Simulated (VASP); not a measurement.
Runs of VASP 6.6.1 on KTaO3. The structure is that of space group P4/mmm (No. 123), or close to it. The cells are those of the table. 

```tsv
cell	gap on the mesh (eV)	pressure (GPa)
a = 3.553, b = 3.553, c = 5.024 Å, 5 atoms	1.06	43.2
a = 4.101, b = 4.101, c = 3.773 Å, 5 atoms	1.93	(a)
a = 4.210, b = 4.210, c = 3.579 Å, 5 atoms	1.77	(b)
a = 3.654, b = 3.654, c = 4.751 Å, 5 atoms	1.46	25.3
a = 3.753, b = 3.753, c = 4.504 Å, 5 atoms	(c)	12.6
```

Alike in all rows: task single point; level PBEsol; potentials or basis VASP PAW PBE potentials, release 64 (K_sv, Ta_pv, O); no spin polarisation; k mesh 8 × 8 × 8; cutoff (eV) 520; smearing gaussian 0.05 eV.

Task: Fill in the values left out.

Result: (a) 3.1; (b) 11.4; (c) 1.74.

Caveats: the PAW data sets were made with another functional, which shifts forces and pressure a little; spin-orbit coupling is left out, which moves the levels of the heavy elements; the stress differs along the axes, from -31 to 80 GPa (at least some runs); the stress differs along the axes, from -9 to 27 GPa (at least some runs); the stress differs along the axes, from -16 to 66 GPa (at least some runs); the stress differs along the axes, from -30 to 53 GPa (at least some runs); the stress differs along the axes, from -27 to 32 GPa (at least some runs).

A k mesh can miss the band edges, and the runs leave out spin-orbit coupling on Ta.
